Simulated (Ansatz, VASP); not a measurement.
## One calculation of GaN, two programs

POSCAR

```
GaN
1.0
    3.1799996605      0.0000000000      0.0000000000
   -1.5899998303      2.8641189096      0.0000000000
    0.0000000000      0.0000000000      5.1660000000
Ga N
2 2
Direct
    0.3333333333      0.6666666667      0.0000000000
    0.6666666667      0.3333333333      0.5000000000
    0.3333333333      0.6666666667      0.3750000000
    0.6666666667      0.3333333333      0.8750000000
```

File INCAR.step1:

```
SYSTEM = GaN
PREC = Accurate
ENCUT = 520
ISMEAR = 0
SIGMA = 0.05
LREAL = .False.
LASPH = .True.
NELM = 60
NBANDS = 26
GGA = PE
ALGO = Normal
EDIFF = 1E-4
LWAVE = .True.
LCHARG = .False.
```

The input INCAR.step2:

```
SYSTEM = GaN
PREC = Accurate
ENCUT = 520
EDIFF = 1E-7
ISMEAR = 0
SIGMA = 0.05
LREAL = .False.
LASPH = .True.
NELM = 60
ALGO = Normal
ISIF = 2
LWAVE = .False.
LCHARG = .False.
METAGGA = R2SCAN
LMIXTAU = .True.
NBANDS = 26
ISTART = 1
```

KPOINTS

```
Automatic mesh
0
Gamma
  12 12 6
  0 0 0
```

Input for Ansatz:

```yaml
crystal:
  lattice:
    - [3.1799996605, 0.0, 0.0]
    - [-1.5899998303, 2.8641189096, 0.0]
    - [0.0, 0.0, 5.166]
  atoms:
    - { symbol: Ga, position: [0.3333333333, 0.6666666667, 0.0] }
    - { symbol: Ga, position: [0.6666666667, 0.3333333333, 0.5] }
    - { symbol: "N", position: [0.3333333333, 0.6666666667, 0.375] }
    - { symbol: "N", position: [0.6666666667, 0.3333333333, 0.875] }
basis:
  ecutwfc: 500
kpoints:
  mp_grid: { grid: [12, 12, 6] }
hamiltonian:
  xc: r2scan
scf:
  occupations: { method: gaussian, width: 0.05 }
output:
  forces: true
  stress: true
  eigenvalues: true
```

Change from the starting cell: strain +0.0400 x Voigt [0, 1, 0, 0, 0, 0], atoms carried along.

Alike in both runs: task single point; functional r2SCAN; k mesh 12 × 12 × 6; occupations gaussian, width 0.05 eV; no spin polarisation.

|  | VASP | Ansatz |
| --- | --- | --- |
| version | VASP 6.6.1 | Ansatz 0.2.0 |
| potentials or method | VASP PAW PBE potentials, release 64 (Ga_d, N), cutoff 520 eV | scalar-relativistic, plane waves, PAW |
| valence electrons in the cell | 36 | 36 |

Ansatz gave:

```
gap on the k mesh at the Fermi level (eV)                     : 2.04
least direct gap on the mesh (eV)                             : 2.04
pressure (GPa)                                                : -5.8
traceless stress, the component that is largest in VASP (GPa) : -8.43
rms of the force components (eV/Å)                            : 0.220
```

What did VASP give for the same quantities?

gap on the k mesh at the Fermi level (eV): 2.04; least direct gap on the mesh (eV): 2.04; pressure (GPa): -4.9; traceless stress, the component that is largest in VASP (GPa): -8.55; rms of the force components (eV/Å): 0.228.

VASP's potentials were made for PBE, not for r2SCAN. Atom by atom the forces differ by 0.010 eV/Å (rms over components).
